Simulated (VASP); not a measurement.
# Mg5Zn3O8 (P1) in VASP: further runs, part 2 of 2

VASP 6.6.1. The steps go on from the part before.

### 3 Relaxation of volume and atoms at fixed shape, PBEsol

Input file INCAR:

```
ALGO = Normal
EDIFF = 1E-7
EDIFFG = -0.03
ENCUT = 700
GGA = PS
GGA_COMPAT = F
IBRION = 2
ISIF = 8
ISMEAR = -1
ISYM = -1
LASPH = T
LCHARG = F
LREAL = Auto
LWAVE = F
NELM = 120
NELMIN = 4
NSW = 100
PREC = Accurate
SIGMA = 0.05
```

Input file KPOINTS:

```
explicit points
1
Reciprocal
  0.25000000   0.25000000   0.25000000 1
```

Input file POSCAR:

```
Mg5Zn3O8
1.0
    8.4673520000      0.0000000000      0.0000000000
    0.0000000000      8.4673520000      0.0000000000
    0.0000000000      0.0000000000      8.4673520000
O Mg Zn
32 20 12
Direct
    0.2514600000      0.9965440000      0.9994060000
    0.2508060000      0.9962280000      0.4975940000
    0.2475270000      0.5020280000      0.0021540000
    0.2502810000      0.5014410000      0.4999110000
    0.7478610000      0.9997770000      0.9993440000
    0.7514710000      0.9985670000      0.5024910000
    0.7506870000      0.4968240000      0.0021730000
    0.7528150000      0.4982630000      0.4991340000
    0.9986670000      0.2460720000      0.0029740000
    0.0005480000      0.2522340000      0.5001280000
    0.9959430000      0.7516470000      0.9980540000
    0.9962210000      0.7503890000      0.5016770000
    0.5006570000      0.2513380000      0.9959450000
    0.4993760000      0.2506080000      0.5008070000
    0.4998980000      0.7477070000      0.0003040000
    0.4999840000      0.7518100000      0.4974960000
    0.0018370000      0.9998570000      0.2444200000
    0.9974410000      0.9975960000      0.7480180000
    0.9986790000      0.5016920000      0.2505940000
    0.0017660000      0.4972880000      0.7480430000
    0.5044030000      0.9957400000      0.2487460000
    0.4959440000      0.0005920000      0.7503010000
    0.4994240000      0.5011220000      0.2498080000
    0.5011410000      0.5012180000      0.7516270000
    0.2484330000      0.2491420000      0.2461990000
    0.2488380000      0.2546120000      0.7480460000
    0.2476270000      0.7522720000      0.2490410000
    0.2495070000      0.7503810000      0.7471340000
    0.7520150000      0.2508760000      0.2520250000
    0.7480330000      0.2510690000      0.7456720000
    0.7483770000      0.7486860000      0.2514580000
    0.7486410000      0.7512000000      0.7506240000
    0.0019790000      0.9979450000      0.0006680000
    0.0003960000      0.0008680000      0.4984770000
    0.0011860000      0.5000980000      0.9973130000
    0.0007620000      0.5020580000      0.5041180000
    0.5013630000      0.9989550000      0.4966920000
    0.4985520000      0.4969090000      0.4978810000
    0.2514590000      0.2506590000      0.0003650000
    0.2493300000      0.2484450000      0.4974640000
    0.2489920000      0.7501990000      0.9986310000
    0.2561730000      0.7503230000      0.5047420000
    0.7509430000      0.9971580000      0.2491840000
    0.7505330000      0.9968940000      0.7505770000
    0.7515890000      0.5029030000      0.2519690000
    0.7550860000      0.5016270000      0.7525130000
    0.0025780000      0.2543200000      0.7512660000
    0.0012070000      0.7499810000      0.2535650000
    0.5011300000      0.2492750000      0.2496580000
    0.5001910000      0.2509970000      0.7540270000
    0.5013600000      0.7496610000      0.2511650000
    0.4997190000      0.7502320000      0.7474130000
    0.4997720000      0.0013870000      0.0002680000
    0.4972750000      0.4987240000      0.9982160000
    0.7500210000      0.2480620000      0.0045730000
    0.7495700000      0.2488990000      0.5005130000
    0.7504130000      0.7484490000      0.9936490000
    0.7480240000      0.7510610000      0.4983830000
    0.2486310000      0.9983550000      0.2502620000
    0.2497840000      0.9996540000      0.7443710000
    0.2486570000      0.5007100000      0.2509220000
    0.2506510000      0.4931330000      0.7452740000
    0.0002590000      0.2507170000      0.2533860000
    0.0007300000      0.7523840000      0.7535830000
```

Potentials or basis: VASP PAW PBE potentials, release 64 (O, Mg, Zn).

Run with:

```console
$ cat potpaw_PBE.64/O/POTCAR potpaw_PBE.64/Mg/POTCAR potpaw_PBE.64/Zn/POTCAR > POTCAR
$ mpirun -np 1 vasp_std > vasp.out
```

OUTCAR:

```text
EDIFF = 1E-7
   EDIFFG = -0.03
   ENCUT = 700
   GGA = PS
   IBRION = 2
   ISIF = 8
   ISMEAR = -1
   ISYM = -1
   LASPH = T
   LREAL = Auto
   NELM = 120
   NELMIN = 4
   NSW = 100
   PREC = Accurate

 ion  position               nearest neighbor table
   1  0.251  0.997  0.999-  41 2.09  53 2.10  33 2.11  59 2.12  39 2.15  60 2.16
   2  0.251  0.996  0.498-  42 2.08  60 2.09  59 2.09  34 2.12  37 2.12  40 2.14
   3  0.248  0.502  0.002-  35 2.09  41 2.10  61 2.11  54 2.12  39 2.13  62 2.18
   4  0.250  0.501  0.500-  62 2.08  38 2.10  61 2.11  42 2.11  36 2.11  40 2.14
   5  0.748  1.000  0.999-  53 2.10  55 2.10  44 2.11  43 2.12  57 2.13  33 2.15
   6  0.751  0.999  0.502-  58 2.10  44 2.10  34 2.11  37 2.12  56 2.12  43 2.14
[... 76 lines left out ...]
  58  0.748  0.751  0.498-  31 2.09   6 2.10  16 2.10  12 2.10  32 2.14   8 2.14  51 2.96  37 2.96
                            45 2.96  43 2.97  52 2.98  48 2.98  44 2.98  36 3.00  34 3.01  38 3.02
  59  0.249  0.998  0.250-  27 2.08  17 2.09   2 2.09  25 2.12   1 2.12  21 2.17  48 2.97  33 2.97
                            34 2.97  40 2.98  37 2.99  41 2.99  63 3.00  53 3.00  51 3.00  39 3.01
[... 745 lines left out ...]
 fundamental gap:      3.5816959375
 Fermi energy:         4.4343896199

 k-point     1 :       0.2500    0.2500    0.2500
  band No.  band energies     occupation
      1     -14.6728      2.00000
      2     -14.2949      2.00000
      3     -14.2743      2.00000
      4     -14.2433      2.00000
      5     -13.9710      2.00000
      6     -13.9408      2.00000
[... 192 lines left out ...]
    199       9.9981      0.00000
    200      10.2294      0.00000
 [bands above 200 left out]

------------------------ aborting loop because EDIFF is reached ----------------------------------------

  FORCE on cell =-STRESS in cart. coord.  units (eV):
  Direction    XX          YY          ZZ          XY          YZ          ZX
  --------------------------------------------------------------------------------------
  -------------------------------------------------------------------------------------
  Total        1.1470719     -0.5228439     -0.4395477     -0.7844111     -0.7915531     -0.7851333
  in kB        3.0293041     -1.3807793     -1.1608022     -2.0715526     -2.0904137     -2.0734598
  external PRESSURE =       0.1625742 kB  Pullay stress =       0.0000000 kB
[... 79 lines left out ...]
  FREE ENERGIE OF THE ION-ELECTRON SYSTEM (eV)
  ---------------------------------------------------
  free  energy   TOTEN  =      -364.7261092748 eV

  energy  without entropy=     -364.7261092747  energy(sigma->0) =     -364.72610927

 reached required accuracy - stopping structural energy minimisation
```

OSZICAR:

```text
N       E                     dE             d eps       ncg     rms          rms(c)
DAV:   1     0.584696003850E+04    0.58470E+04   -0.19352E+05   450   0.250E+03
DAV:   2     0.103654830345E+04   -0.48104E+04   -0.45734E+04   450   0.677E+02
DAV:   3    -0.269736756034E+03   -0.13063E+04   -0.12529E+04   482   0.286E+02
[... 128 lines left out ...]
DAV:   5    -0.364726110220E+03    0.24491E-05   -0.77807E-05   524   0.289E-02    0.135E-02
DAV:   6    -0.364726109294E+03    0.92528E-06   -0.40617E-05   668   0.323E-02    0.642E-03
DAV:   7    -0.364726109619E+03   -0.32497E-06   -0.91300E-06   524   0.102E-02    0.533E-03
DAV:   8    -0.364726109368E+03    0.25168E-06   -0.14886E-06   580   0.579E-03    0.295E-03
DAV:   9    -0.364726109275E+03    0.92776E-07   -0.28598E-07   308   0.573E-03
  10 F= -.36472611E+03 E0= -.36472611E+03  d E =-.128333E-02
```

Run time: 45 min. Hardware: 1 thread of Intel Xeon 6975P-C (Granite Rapids), shared host; peak memory 1.2 GiB.

What came out:

```yaml
Free_energy: -364.7261 eV
Relaxed_volume: 9.48 Å³/atom
Relaxed_cell: a = 8.466 Å, b = 8.466 Å, c = 8.466 Å, α = 90.00°, β = 90.00°, γ = 90.00°
Space_group_after_relaxing_to_0.1_Å: Pma2 (No. 28)
Energy_gained_by_relaxing: 9.2 meV/atom
Ionic_steps: 10
Pressure_after_relaxing: 0.0 GPa
Largest_force_after_relaxing: 0.020 eV/Å
Band_gap_on_the_k_mesh: 3.58 eV
```

Forces in eV/Å, atoms in the order of the input:
```
O    0.007 -0.002  0.005
O   -0.009 -0.002  0.001
O    0.009  0.013 -0.004
O   -0.007  0.007 -0.001
O    0.003  0.000 -0.002
O    0.000  0.008  0.002
O    0.000  0.007 -0.003
O   -0.009 -0.003 -0.009
O   -0.005 -0.004 -0.019
O   -0.014 -0.007 -0.005
O    0.001 -0.003  0.005
O   -0.005 -0.006 -0.011
O    0.006  0.000  0.002
O    0.001  0.000  0.002
O    0.005  0.009  0.001
O    0.005 -0.009  0.010
O    0.000 -0.008  0.003
O    0.005  0.006  0.003
O   -0.001  0.000 -0.009
O    0.001  0.002 -0.002
O   -0.007  0.004  0.003
O   -0.002 -0.008  0.011
O   -0.005  0.001 -0.008
O    0.001  0.016  0.003
O    0.001  0.005  0.005
O   -0.007 -0.015  0.003
O   -0.006 -0.007  0.009
O    0.000 -0.001  0.013
O   -0.004  0.002 -0.005
O    0.005 -0.004 -0.005
O    0.010  0.002 -0.005
O   -0.006 -0.004 -0.009
Mg   0.008 -0.001 -0.002
Mg   0.004 -0.003 -0.001
Mg   0.004 -0.001 -0.008
Mg   0.000 -0.003 -0.003
Mg  -0.001  0.001  0.007
Mg   0.001 -0.003  0.004
Mg   0.001  0.004 -0.002
Mg   0.002 -0.008  0.009
Mg  -0.001  0.001  0.008
Mg   0.003 -0.003  0.004
Mg   0.006 -0.005  0.002
Mg  -0.002 -0.003 -0.003
Mg  -0.005  0.010 -0.011
Mg   0.009  0.006 -0.010
Mg   0.001 -0.010  0.000
Mg   0.004  0.001 -0.005
Mg  -0.005 -0.003  0.000
Mg  -0.003  0.000 -0.007
Mg   0.000  0.001  0.006
Mg   0.008  0.001 -0.008
Zn   0.004  0.003  0.013
Zn   0.002  0.002  0.000
Zn  -0.003  0.003 -0.003
Zn  -0.009 -0.005 -0.001
Zn   0.007  0.002  0.002
Zn  -0.002  0.000 -0.003
Zn   0.002  0.003  0.019
Zn  -0.006  0.005  0.009
Zn  -0.006  0.002  0.004
Zn  -0.002 -0.001  0.000
Zn   0.000  0.007 -0.004
Zn   0.007  0.000  0.001
```

Stress tensor (GPa, compression positive):
```
 0.30 -0.21 -0.21
-0.21 -0.14 -0.21
-0.21 -0.21 -0.12
```

The path:
```csv
step,energy change (eV),largest force (eV/Å),pressure (GPa),volume (Å³)
1,0.0000,0.9135,0.52,607.08
2,-0.4643,0.3942,-0.68,609.79
3,-0.4925,0.3480,-0.98,610.66
4,-0.5645,0.1328,0.34,605.63
5,-0.5663,0.1216,0.61,604.67
6,-0.5813,0.0730,-0.09,607.05
7,-0.5813,0.0761,-0.14,607.22
8,-0.5853,0.0405,-0.04,606.88
9,-0.5859,0.0464,0.02,606.66
10,-0.5872,0.0201,0.02,606.68
```

Final structure:
```xyz
64
Lattice="8.4655 0.0000 0.0000 0.0000 8.4655 0.0000 0.0000 0.0000 8.4655" Properties=species:S:1:pos:R:3 pbc="T T T"
O     2.0903    8.4624    8.4593
O     2.1115    8.4642    4.2279
O     2.0894    4.2278    8.4633
O     2.1122    4.2308    4.2292
O     6.3763    8.4644    8.4637
O     6.3550    8.4629    4.2303
O     6.3778    4.2303    0.0007
O     6.3555    4.2315    4.2332
O     0.0357    2.1149    8.4441
O     0.0359    2.1174    4.2555
O     0.0362    6.3489    0.0211
O     0.0335    6.3490    4.2099
O     4.2007    2.1132    8.4614
O     4.1979    2.1135    4.2289
O     4.1999    6.3440    8.4613
O     4.1964    6.3472    4.2272
O     8.4311    8.4409    2.1137
O     8.4318    0.0205    6.3448
O     8.4332    4.2536    2.1179
O     8.4308    4.2075    6.3458
O     4.2692    8.4643    2.1379
O     4.2671    8.4645    6.3200
O     4.2696    4.2328    2.1412
O     4.2665    4.2284    6.3218
O     2.1435    2.1138    2.1101
O     2.1239    2.1163    6.3492
O     2.1234    6.3484    2.1083
O     2.1426    6.3473    6.3480
O     6.3251    2.1138    2.1114
O     6.3433    2.1143    6.3521
O     6.3431    6.3466    2.1100
O     6.3234    6.3468    6.3527
Mg    0.0012    8.4636    8.4634
Mg    8.4642    8.4647    4.2306
Mg    0.0018    4.2307    0.0003
Mg    8.4648    4.2322    4.2330
Mg    4.2330    8.4639    4.2279
Mg    4.2330    4.2315    4.2300
Mg    2.1180    2.1136    0.0006
Mg    2.1160    2.1158    4.2250
Mg    2.1174    6.3465    8.4574
Mg    2.1150    6.3481    4.2320
Mg    6.3493    0.0020    2.1107
Mg    6.3495    8.4606    6.3501
Mg    6.3510    4.2265    2.1142
Mg    6.3485    4.2335    6.3526
Mg    0.0011    2.1161    6.3481
Mg    8.4655    6.3479    2.1146
Mg    4.2346    2.1143    2.1095
Mg    4.2333    2.1141    6.3513
Mg    4.2336    6.3466    2.1081
Mg    4.2321    6.3466    6.3510
Zn    4.2329    8.4628    8.4610
Zn    4.2333    4.2296    8.4642
Zn    6.3547    2.1139    8.4616
Zn    6.3463    2.1155    4.2356
Zn    6.3531    6.3467    0.0018
Zn    6.3450    6.3477    4.2283
Zn    2.1170    8.4602    2.1119
Zn    2.1175    0.0020    6.3420
Zn    2.1174    4.2337    2.1157
Zn    2.1170    4.2278    6.3451
Zn    0.0009    2.1147    2.1161
Zn    8.4651    6.3483    6.3482
```

Caveat: the PAW data sets were made with another functional, which shifts forces and pressure a little; a shifted mesh leaves out Γ, where band edges can lie. A k mesh can miss the band edges.
